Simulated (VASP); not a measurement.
# Y (Fm-3m) in VASP: settings compared, part 2 of 2

VASP 6.6.1. The steps go on from the part before.

**6. Single point, PBE+D3(BJ)**

This run uses another cell than the first one, of 31.23 Å³/atom, 0.940 times its volume.

The input, INCAR:

```
SYSTEM = Y
PREC = Accurate
ENCUT = 520
EDIFF = 1E-6
ISMEAR = -1
SIGMA = 0.05
LREAL = .FALSE.
LASPH = .TRUE.
NELM = 80
ALGO = Normal
ISIF = 2
LWAVE = .FALSE.
LCHARG = .TRUE.
GGA = PE
IVDW = 12
LELF = .TRUE.
LVHAR = .TRUE.
NBANDS = 12
```

The input, KPOINTS:

```
Automatic mesh
0
G
  9 9 9
  0 0 0
```

The input, POSCAR:

```
Y
1.0
    0.0000000000      2.4995123945      2.4995123945
    2.4995123945      0.0000000000      2.4995123945
    2.4995123945      2.4995123945      0.0000000000
Y
1
Direct
    0.0000000000      0.0000000000      0.0000000000
```

Potentials or basis: VASP PAW PBE potentials, release 64 (Y_sv).

On the command line:

```console
$ cat potpaw_PBE.64/Y_sv/POTCAR > POTCAR
$ mpirun -np 1 vasp_std > vasp.out
```

OUTCAR:

```text
SYSTEM = Y
   PREC = Accurate
   ENCUT = 520
   EDIFF = 1E-6
   ISMEAR = -1
   LREAL = .FALSE.
   LASPH = .TRUE.
   NELM = 80
   ISIF = 2
   GGA = PE
   IVDW = 12
 IVDW          = 12

 ion  position               nearest neighbor table
   1  0.000  0.000  0.000-

  LATTYP: Found a face centered cubic cell.
 ALAT       =     4.9990247890

  Lattice vectors:

 A1 = (   0.0000000000,   2.4995123945,   2.4995123945)
 A2 = (   2.4995123945,   0.0000000000,   2.4995123945)
 A3 = (   2.4995123945,   2.4995123945,   0.0000000000)

Analysis of symmetry for initial positions (statically):
=====================================================================
 Subroutine PRICEL returns:
 Original cell was already a primitive cell.

 Routine SETGRP: Setting up the symmetry group for a
 face centered cubic supercell.

 Subroutine GETGRP returns: Found 48 space group operations
 (whereof 48 operations were pure point group operations)
 out of a pool of 48 trial point group operations.

The static configuration has the point symmetry O_h .

[... 165 lines left out ...]
  band No.  band energies     occupation
      1     -39.2822      2.00000
      2     -18.9480      2.00000
      3     -18.9480      2.00000
      4     -18.9480      2.00000
      5      -1.5168      2.00000
      6       5.1313      0.00000
      7       5.1313      0.00000
      8       5.1313      0.00000
      9       7.2410      0.00000
     10       7.2410      0.00000
     11      12.3866      0.00000
     12      15.7868      0.00000
[... 331 lines left out ...]
 k-point    24 :       0.4444    0.4444    0.0000
  band No.  band energies     occupation
      1     -39.1820      2.00000
      2     -19.5379      2.00000
      3     -19.1715      2.00000
      4     -19.1715      2.00000
      5       1.4638      2.00000
      6       2.4109      2.00000
      7       5.3613      0.00000
      8       8.7256      0.00000
      9       8.7938      0.00000
     10       8.7938      0.00000
     11      11.8860      0.00000
     12      11.8860      0.00000

 [... further k-points ...]

------------------------ aborting loop because EDIFF is reached ----------------------------------------

 Edisp (eV)   -0.35282

 E8    (eV) :    -0.1861

  FORCE on cell =-STRESS in cart. coord.  units (eV):
  Direction    XX          YY          ZZ          XY          YZ          ZX
  --------------------------------------------------------------------------------------
  -------------------------------------------------------------------------------------
  Total      -0.06293    -0.06293    -0.06293    -0.00000    -0.00000     0.00000
  in kB      -3.22820    -3.22820    -3.22820    -0.00000    -0.00000     0.00000
  external pressure =       -3.23 kB  Pullay stress =        0.00 kB

 VOLUME and BASIS-vectors are now :
 -----------------------------------------------------------------------------
  energy-cutoff  :      520.00
  volume of cell :       31.23
      direct lattice vectors                 reciprocal lattice vectors
     0.000000000  2.499512394  2.499512394    -0.200039016  0.200039016  0.200039016
     2.499512394  0.000000000  2.499512394     0.200039016 -0.200039016  0.200039016
     2.499512394  2.499512394  0.000000000     0.200039016  0.200039016 -0.200039016

 POSITION                                       TOTAL-FORCE (eV/Angst)
 -----------------------------------------------------------------------------------
      0.00000      0.00000      0.00000         0.000000      0.000000     -0.000000
 -----------------------------------------------------------------------------------
    total drift:                               -0.000000     -0.000000     -0.000000

  FREE ENERGIE OF THE ION-ELECTRON SYSTEM (eV)
  ---------------------------------------------------
  free  energy   TOTEN  =        -6.7611390912 eV

  energy  without entropy=       -6.7474574256  energy(sigma->0) =       -6.75429826
```

OSZICAR:

```text
N       E                     dE             d eps       ncg     rms          rms(c)
DAV:   1     0.261895715956E+02    0.26190E+02   -0.55742E+03   840   0.841E+02
DAV:   2    -0.521407475979E+01   -0.31404E+02   -0.30506E+02  1036   0.171E+02
DAV:   3    -0.654765900929E+01   -0.13336E+01   -0.13148E+01  1204   0.227E+01
DAV:   4    -0.657928607550E+01   -0.31627E-01   -0.31613E-01   940   0.324E+00
DAV:   5    -0.657982933088E+01   -0.54326E-03   -0.54324E-03  1136   0.356E-01    0.229E+01
DAV:   6    -0.643287421262E+01    0.14696E+00   -0.18723E-01   912   0.290E+00    0.140E+01
DAV:   7    -0.641229649632E+01    0.20578E-01   -0.27700E-01   988   0.354E+00    0.116E+00
DAV:   8    -0.640846302241E+01    0.38335E-02   -0.36287E-02   956   0.146E+00    0.173E-01
DAV:   9    -0.640834078071E+01    0.12224E-03   -0.77788E-04  1020   0.234E-01    0.818E-02
DAV:  10    -0.640832147173E+01    0.19309E-04   -0.10850E-04   960   0.908E-02    0.267E-02
DAV:  11    -0.640832394862E+01   -0.24769E-05   -0.14505E-05   984   0.303E-02    0.193E-02
DAV:  12    -0.640832285103E+01    0.10976E-05   -0.15648E-06   908   0.110E-02    0.562E-03
DAV:  13    -0.640832261792E+01    0.23310E-06   -0.18805E-07   508   0.329E-03
   1 F= -.67611391E+01 E0= -.67542983E+01  d E =-.136817E-01
```

Wall time 13 s (1 thread of Intel Xeon Platinum 8375C at 2.90GHz (Ice Lake), shared host); peak memory 0.18 GiB.

Results:

| Item | Value |
| --- | --- |
| Free energy | -6.7611 eV |
| Pressure | -0.3 GPa |
| Dispersion energy per atom | -0.353 eV |

Levels at points of the mesh, in eV from the Fermi level:
| k point | band 3 | band 4 | band 5 | band 6 | band 7 | band 8 |
| --- | --- | --- | --- | --- | --- | --- |
| (0.00, 0.00, 0.00) | -22.28 | -22.28 | -4.85 | 1.80 | 1.80 | 1.80 |

Caveat: three body term missing; pairwise dispersion overbinds metals, which lowers pressure and volume.

**7. Overview**

```csv
task,level,spin,cell,k mesh,cutoff (eV),smearing,gap on the mesh (eV),pressure (GPa),moment (μB)
single point,revPBE+D3(BJ),"non-collinear, zero start, SOC","a = 3.609 Å, angles 60.0°, 1 atom",9 × 9 × 9,520,gaussian 0.1 eV,-,-2.8,0.00
relaxation of cell and atoms,PBE,"non-collinear, zero start, SOC","relaxed from a = 3.609 Å, angles 60.0°, 1 atom",7 × 7 × 7,600,fermi-dirac 0.05 eV,-,-0.1,0.00
single point,PBE+D3(BJ),off,"a = 3.529 Å, angles 60.0°, 1 atom",9 × 9 × 9,520,fermi-dirac 0.05 eV,none,-0.1,-
single point,PBE,off,"a = 3.583 Å, angles 60.0°, 1 atom",9 × 9 × 9,520,fermi-dirac 0.05 eV,none,-0.1,-
single point,PBE+D3(BJ),off,"a = 3.535 Å, angles 60.0°, 1 atom",9 × 9 × 9,520,fermi-dirac 0.05 eV,none,-0.3,-
```

Alike in all rows: potentials or basis VASP PAW PBE potentials, release 64 (Y_sv).

Caveats: pairwise dispersion overbinds metals, which lowers pressure and volume (some runs); the PAW data sets were made with another functional, which shifts forces and pressure a little (some runs); three body term missing (some runs).

Total energies depend on the potentials used, so only differences within one code and one set of settings carry meaning.
